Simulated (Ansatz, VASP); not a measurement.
## Ni in VASP and in Ansatz

File INCAR:

```
ALGO = Normal
EDIFF = 1E-6
ENCUT = 520
GGA = PS
ISIF = 2
ISMEAR = -1
ISPIN = 2
LASPH = T
LCHARG = F
LMAXMIX = 4
LORBIT = 11
LREAL = F
LWAVE = F
MAGMOM = 0.529
NBANDS = 15
NELM = 150
PREC = Accurate
SIGMA = 0.05
```

KPOINTS

```
k-points
0
Gamma
  15 15 15
```

POSCAR

```
Ni
1.0
    2.3478075413      0.0000000000      0.0000000000
    0.0000000000      2.3478075413      0.0000000000
    0.0000000000      0.0000000000      2.3478075413
Ni
1
Direct
    0.0000000000      0.0000000000      0.0000000000
```

Input for Ansatz:

```yaml
crystal:
  lattice:
    - [2.3478075413, 0.0, 0.0]
    - [0.0, 2.3478075413, 0.0]
    - [0.0, 0.0, 2.3478075413]
  atoms:
    - { symbol: Ni, position: [0.0, 0.0, 0.0], spin: 0.529 }
hamiltonian:
  xc: pbesol
  pseudopotentials:
    kind: paw
    azcp:
      Ni: "pseudopotentials/Ni.paw.azcp"
basis:
  ecutwfc: 420
  fft_grid_basis: typed
kpoints:
  mp_grid: { grid: [15, 15, 15], shift: [0, 0, 0] }
magnetization:
  spin_polarized: true
scf:
  occupations: { method: fermi_dirac, width: 0.05 }
  lower_state_search: "off"
output:
  stress: true
```

Alike in both runs: task single point; functional PBEsol; k mesh 15 × 15 × 15; occupations fermi-dirac, width 0.05 eV; collinear spin.

|  | VASP | Ansatz |
| --- | --- | --- |
| version | VASP 6.6.1 | Ansatz 0.2.0 |
| potentials or method | VASP PAW PBE potentials, release 64 (Ni), cutoff 520 eV | plane waves (420 eV) with PAW, scalar-relativistic |
| valence electrons in the cell | 10 | 18 |

Ansatz gave:

```
pressure (GPa)                                                : -10.2
net moment per atom (μB)                                      : 0.62
size of the moment on the site where the two differ most (μB) : 0.64
```

Task: Estimate VASP's values.

Result: Pressure (GPa): -10.3; net moment per atom (μB): 0.59; size of the moment on the site where the two differ most (μB): 0.60.

VASP's potentials were made for PBE, not for PBEsol, and Ansatz warns of the same on its side. Site moments also hang on the region over which each program counts them. VASP's potentials hold 10 valence electrons a cell and Ansatz's 18, so a difference there can come from the potentials and not from the codes.
